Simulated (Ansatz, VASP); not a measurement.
Two plane-wave programs on CuI

```
I Cu
1.0
     4.14402    0.00000    0.00000
     0.00000    4.14402    0.00000
     0.00000    0.00000    6.63767
I Cu
2 2
Direct
  0.00000 0.50000 0.74303
  0.50000 0.00000 0.25697
  0.00000 0.00000 0.00000
  0.50000 0.50000 0.00000
```

Alike in both runs: task single point; functional PBE; k mesh 7 × 7 × 4; occupations fermi-dirac, width 0.05 eV; no spin polarisation.

|  | VASP | Ansatz |
| --- | --- | --- |
| version | VASP 6.6.1 | Ansatz 0.2.0 |
| potentials or method | VASP PAW PBE potentials, release 64 (I, Cu) | Ansatz PAW soft_1 |
| plane-wave cutoff (eV) | 520 | 420 |
| valence electrons in the cell | 36 | 72 |

```tsv
	VASP	Ansatz	Ansatz less VASP
gap on the k mesh at the Fermi level (eV)	1.55	1.54	-0.014
least direct gap on the mesh (eV)	1.55	1.54	-0.014
pressure (GPa)	-0.3	-0.4	-0.11
traceless stress, the component that is largest in VASP (GPa)	0.10	0.12	+0.019
rms of the force components (eV/Å)	0.068	0.073	+0.0057
```

Atom by atom the forces differ by 0.006 eV/Å (rms over components). VASP's potentials hold 36 valence electrons a cell and Ansatz's 72, so a difference there can come from the potentials and not from the codes.

Spin-orbit coupling is off throughout. Noted on Ansatz's run: odd divisions of the mesh miss points on the zone boundary, where band edges often lie, so the gap on the mesh can be too wide.
